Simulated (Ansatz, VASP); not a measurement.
# SnO2 in VASP and in Ansatz

```
Sn O
1.0
     4.72072    0.00000    0.00000
     0.00000    4.72072    0.00000
     0.00000    0.00000    3.18876
Sn O
2 4
Cartesian
  0.0000 0.0000 0.0000
  2.3604 2.3604 1.5944
  1.2759 1.6142 0.0000
  1.0845 3.9745 1.5944
  3.4448 3.1065 0.0000
  3.6363 0.7462 1.5944
```

Change from the starting cell: mode 4 frozen in at -0.239 Å and mode 5 at -0.000 Å (largest displacements).

Alike in both runs: task single point; functional LDA; k mesh 6 × 6 × 8; occupations gaussian, width 0.05 eV; no spin polarisation.

|  | VASP | Ansatz |
| --- | --- | --- |
| version | VASP 6.6.1 | Ansatz 0.2.0 |
| potentials or method | VASP PAW LDA potentials, release 64 (Sn_d, O), cutoff 520 eV | scalar-relativistic, plane waves, PAW |
| valence electrons in the cell | 52 | 52 |

|  | VASP | Ansatz | Ansatz less VASP |
| --- | --- | --- | --- |
| gap on the k mesh at the Fermi level (eV) | 1.47 | 1.45 | -0.018 |
| least direct gap on the mesh (eV) | 1.52 | 1.50 | -0.014 |
| pressure (GPa) | -1.5 | -2.8 | -1.31 |
| traceless stress, the component that is largest in VASP (GPa) | -1.27 | -1.15 | +0.122 |
| rms of the force components (eV/Å) | 0.132 | 0.145 | +0.0126 |

Ansatz warns that its potentials were made for another functional, while VASP's fit it. LDA's correlation is that of Perdew and Zunger in VASP and of Perdew and Wang (1992) in Ansatz. Atom by atom the forces differ by 0.014 eV/Å (rms over components).
